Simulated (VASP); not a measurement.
# Y (Im-3m) in VASP: notebook, part 2 of 2

VASP 6.6.1. The steps go on from the part before.

**3. Single point, r2SCAN, collinear spin (33.76 Å³/atom)**

POSCAR

```
Y
1.0
   -2.0359161491      2.0359161491      2.0359161491
    2.0359161491     -2.0359161491      2.0359161491
    2.0359161491      2.0359161491     -2.0359161491
Y
1
Direct
    0.0000000000      0.0000000000      0.0000000000
```

INCAR.step1

```
SYSTEM = Y
PREC = Accurate ; ENCUT = 520
ISMEAR = -1 ; SIGMA = 0.05
LREAL = .False. ; LASPH = .True.
NELM = 150 ; ISPIN = 2
MAGMOM = 0.256 ; LMAXMIX = 4
NBANDS = 16 ; GGA = PE
ALGO = Normal ; EDIFF = 1E-4
LWAVE = .True. ; LCHARG = .False.
```

INCAR.step2

```
SYSTEM = Y
PREC = Accurate ; ENCUT = 520
EDIFF = 1E-7 ; ISMEAR = -1
SIGMA = 0.05 ; LREAL = .False.
LASPH = .True. ; NELM = 150
ALGO = Normal ; ISIF = 2
LWAVE = .False. ; LCHARG = .True.
ISPIN = 2 ; MAGMOM = 0.256
LORBIT = 11 ; LMAXMIX = 4
METAGGA = R2SCAN ; LMIXTAU = .True.
LELF = .True. ; LVHAR = .True.
NBANDS = 16 ; ISTART = 1
```

KPOINTS

```
Automatic mesh
0
Gamma
  18 18 18
  0 0 0
```

Potentials or basis: VASP PAW PBE potentials, release 64 (Y_sv).

Run with:

```sh
$ cat potpaw_PBE.64/Y_sv/POTCAR > POTCAR
$ cp INCAR.step1 INCAR
$ mpirun -np 1 vasp_std > vasp.out
$ cp INCAR.step2 INCAR
$ mpirun -np 1 vasp_std > vasp.out
```

OUTCAR:

```text
SYSTEM = Y
   PREC = Accurate
   ENCUT = 520
   EDIFF = 1E-7
   ISMEAR = -1
   LREAL = .False.
   LASPH = .True.
   NELM = 150
   ISIF = 2
   ISPIN = 2
   LORBIT = 11
   METAGGA = R2SCAN
   ISTART = 1

 ion  position               nearest neighbor table
   1  0.000  0.000  0.000-

  LATTYP: Found a body centered cubic cell.
 ALAT       =     4.0718322982

  Lattice vectors:

 A1 = (  -2.0359161491,   2.0359161491,   2.0359161491)
 A2 = (   2.0359161491,  -2.0359161491,   2.0359161491)
 A3 = (   2.0359161491,   2.0359161491,  -2.0359161491)

Analysis of symmetry for initial positions (statically):
=====================================================================
 Subroutine PRICEL returns:
 Original cell was already a primitive cell.

 Routine SETGRP: Setting up the symmetry group for a
 body centered cubic supercell.

 Subroutine GETGRP returns: Found 48 space group operations
 (whereof 48 operations were pure point group operations)
 out of a pool of 48 trial point group operations.

The static configuration has the point symmetry O_h .

Analysis of symmetry for dynamics (positions and initial velocities):
=====================================================================
 Subroutine PRICEL returns:
 Original cell was already a primitive cell.

 Routine SETGRP: Setting up the symmetry group for a
 body centered cubic supercell.

 Subroutine GETGRP returns: Found 48 space group operations
 (whereof 48 operations were pure point group operations)
 out of a pool of 48 trial point group operations.

The dynamic configuration has the point symmetry O_h .

Analysis of structural, dynamic, and magnetic symmetry:
=====================================================================
 Subroutine PRICEL returns:
 Original cell was already a primitive cell.

 Routine SETGRP: Setting up the symmetry group for a
 body centered cubic supercell.

 Subroutine GETGRP returns: Found 48 space group operations
 (whereof 48 operations were pure point group operations)
 out of a pool of 48 trial point group operations.

The overall configuration has the point symmetry O_h .

 Subroutine INISYM returns: Found 48 space group operations
 (whereof 48 operations are pure point group operations),
 and found     1 'primitive' translations

----------------------------------------------------------------------------------------

                                     Primitive cell

  volume of cell :      33.7551

  direct lattice vectors                    reciprocal lattice vectors
    -2.035916149  2.035916149  2.035916149     0.000000000  0.245589682  0.245589682
     2.035916149 -2.035916149  2.035916149     0.245589682  0.000000000  0.245589682
     2.035916149  2.035916149 -2.035916149     0.245589682  0.245589682  0.000000000

  length of vectors
     3.526310210  3.526310210  3.526310210     0.347316259  0.347316259  0.347316259

  position of ions in fractional coordinates (direct lattice)
     0.000000000  0.000000000  0.000000000

  ion indices of the primitive-cell ions
   primitive index   ion index
                 1           1

----------------------------------------------------------------------------------------

 KPOINTS: Automatic mesh

[... 56 lines left out ...]
   NGXF,Y,Z  is equivalent  to a cutoff of  26.40, 26.40, 26.40 a.u.
 SYSTEM =  Y
   PREC   = accura    normal or accurate (medium, high low for compatibility)
   ISTART =      1    job   : 0-new  1-cont  2-samecut
   ICHARG =      0    charge: 1-file 2-atom 10-const
   ISPIN  =      2    spin polarized calculation?
   LNONCOLLINEAR =      F non collinear calculations
   LSORBIT =      F    spin-orbit coupling
   LASPH  =      T    aspherical Exc in radial PAW
   ENCUT  =  520.0 eV  38.22 Ry    6.18 a.u.   6.56  6.56  6.56*2*pi/ulx,y,z
   NELM   =    150;   NELMIN=  2; NELMDL=  0     # of ELM steps
   EDIFF  = 0.1E-06   stopping-criterion for ELM
   LREAL  =      F    real-space projection
   EDIFFG = 0.1E-05   stopping-criterion for IOM
   NSW    =      0    number of steps for IOM
   IBRION =     -1    ionic relax: 0-MD 1-quasi-New 2-CG
   NFREE  =      0    steps in history (QN), initial steepest desc. (CG)
   ISIF   =      2    stress and relaxation
   ISYM   =      2    0-nonsym 1-usesym 2-fastsym
   POTIM  = 0.5000    time-step for ionic-motion
   TEBEG  =    0.0;   TEEND  =   0.0 temperature during run
   PSTRESS=    0.0 pullay stress
   NELECT =      11.0000    total number of electrons
   NUPDOWN=      -1.0000    fix difference up-down
   EMIN   =  10.00;   EMAX   =-10.00  energy-range for DOS
   EFERMI =   0.00;   METHOD = LEGACY
   ISMEAR =    -1;   SIGMA  =   0.05  broadening in eV -4-tet -1-fermi 0-gaus
   EFERMI_NEDOS =   21; number of points for ismear=-14 and -15
   IALGO  =     38    algorithm
   IMIX   =      4    mixing-type and parameters
     AMIX     =   0.40;   BMIX     =  1.00
     AMIX_MAG =   1.60;   BMIX_MAG =  1.00
  volume/ion in A,a.u.               =      33.76       227.79
  Fermi-wavevector in a.u.,A,eV,Ry     =   1.126573  2.128913 17.268049  1.269166
  Thomas-Fermi vector in A             =   2.263255
   LORBIT       =     11    0 simple, 1 ext, 2 COOP (PROOUT), +10 PAW based schemes
   METAGGA = R2SCAN    functional components
   LHFCALC =     F    Hartree Fock is set to
   AEXX    =    0.0000 exact exchange contribution
   IVDW    =     0    specifies the selected vdW correction
   LEPSILON=     F    determine dielectric tensor
   LRPA    =     F    only Hartree local field effects (RPA)
 spin polarized calculation
  energy-cutoff  :      520.00
  volume of cell :       33.76
 maximum number of plane-waves:       941
 NGX is ok and might be reduce to    28
   NGX = 13   NGY = 13   NGZ = 13

 number of electron      10.9999999 magnetization       0.0007218

 number of electron      10.9999999 magnetization      -0.0003772

 Free energy of the ion-electron system (eV)
  ---------------------------------------------------
  ext. energy  EPLUGINS =         0.00000000
  ---------------------------------------------------
  free energy    TOTEN  =       -20.18216300 eV

  energy without entropy =      -20.16259596  energy(sigma->0) =      -20.17237948

 E-fermi :   3.0617     XC(G=0):  -9.9468

 val. band max:        3.0586440168   @ k =   0.3333   0.1667   0.1111
 cond. band min:       3.0702063402   @ k =   0.2778   0.2222   0.1111
 fundamental gap:      0.0115623234
 Fermi energy:         3.0617272833

 spin component 1

 k-point     1 :       0.0000    0.0000    0.0000
  band No.  band energies     occupation
      1     -41.4114      1.00000
      2     -20.4626      1.00000
      3     -20.4626      1.00000
      4     -20.4626      1.00000
      5      -1.9444      1.00000
      6       5.0060      0.00000
[... 435 lines left out ...]
      5       1.2285      1.00000
      6       3.3259      0.00505
[... 8 lines left out ...]
     15      19.4639      0.00000
     16      20.8714      0.00000

 [... further k-points ...]

 spin component 2

 k-point     1 :       0.0000    0.0000    0.0000
  band No.  band energies     occupation
      1     -41.4115      1.00000
      2     -20.4627      1.00000
      3     -20.4627      1.00000
      4     -20.4627      1.00000
      5      -1.9448      1.00000
      6       5.0057      0.00000
[... 435 lines left out ...]
      5       1.2282      1.00000
      6       3.3256      0.00508
[... 8 lines left out ...]
     15      19.4636      0.00000
     16      20.8712      0.00000

 [... further k-points ...]

------------------------ aborting loop because EDIFF is reached ----------------------------------------

  FORCE on cell =-STRESS in cart. coord.  units (eV):
  Direction    XX          YY          ZZ          XY          YZ          ZX
  --------------------------------------------------------------------------------------
  -------------------------------------------------------------------------------------
  Total       -0.0150581     -0.0150581     -0.0150581      0.0000000      0.0000000     -0.0000000
  in kB       -0.7147296     -0.7147296     -0.7147296      0.0000000      0.0000000     -0.0000000
  external PRESSURE =      -0.7147296 kB  Pullay stress =       0.0000000 kB

 VOLUME and BASIS-vectors are now :
 -----------------------------------------------------------------------------
  energy-cutoff  :      520.00
  volume of cell :       33.76
      direct lattice vectors                 reciprocal lattice vectors
    -2.035916149  2.035916149  2.035916149     0.000000000  0.245589682  0.245589682
     2.035916149 -2.035916149  2.035916149     0.245589682  0.000000000  0.245589682
     2.035916149  2.035916149 -2.035916149     0.245589682  0.245589682  0.000000000

 POSITION                                       TOTAL-FORCE (eV/Angst)
 -----------------------------------------------------------------------------------
      0.00000      0.00000      0.00000        -0.000000      0.000000     -0.000000
 -----------------------------------------------------------------------------------
    total drift:                               -0.000000     -0.000000     -0.000000

  FREE ENERGIE OF THE ION-ELECTRON SYSTEM (eV)
  ---------------------------------------------------
  free  energy   TOTEN  =       -20.1821630027 eV

  energy  without entropy=      -20.1625959577  energy(sigma->0) =      -20.17237948

 total charge

# of ion       s       p       d       f       tot
--------------------------------------------------
    1        2.257   6.270   0.834   0.007   9.368

 magnetization (x)

# of ion       s       p       d       f       tot
--------------------------------------------------
    1       -0.000  -0.000  -0.000  -0.000  -0.000
```

It took 36 min on 1 thread of Intel Xeon 8259CL, shared host; peak memory 0.33 GiB.

Results:

- Free energy: -20.1822 eV
- Pressure: -0.1 GPa
- Net moment: 0.00 μB per cell
- Valence electrons inside the program's atomic spheres: Y 9.37

Caveat: the PAW data sets were made with another functional, which shifts forces and pressure a little.
